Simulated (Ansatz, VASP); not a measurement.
HfCuSi3: VASP beside Ansatz

```
Hf Si Cu
1.0
     4.45716    0.00000    0.00000
     0.00000    4.45716    0.00000
     0.00000    0.00000    4.45716
Hf Si Cu
1 3 1
Direct
  0.00000 0.00000 0.00000
  0.00000 0.50000 0.50000
  0.50000 0.00000 0.50000
  0.50000 0.50000 0.00000
  0.50000 0.50000 0.50000
```

Alike in both runs: functional PBE; k mesh 4 × 4 × 4; occupations gaussian, width 0.1 eV; no spin polarisation.

Ansatz relaxed the structure, and its values are those at the end. VASP's run is a single point on that final structure, the one shown.

```csv
,VASP,Ansatz
version,VASP 6.6.1,Ansatz 0.2.0
potentials or method,"VASP PAW PBE potentials, release 64 (Hf_pv, Si, Cu), cutoff 520 eV","scalar-relativistic, plane waves, PAW"
valence electrons in the cell,33,57
```

```csv
,VASP,Ansatz,Ansatz less VASP
gap on the k mesh at the Fermi level (eV),none,none,-
pressure (GPa),0.1,0.3,+0.19
```

A gap of «none» marks a metal or a gap that the smearing closes. The functional is the same, so the differences come from potentials, cutoffs and numerics. VASP's potentials hold 33 valence electrons a cell and Ansatz's 57, so a difference there can come from the potentials and not from the codes.

Spin-orbit coupling is off throughout.
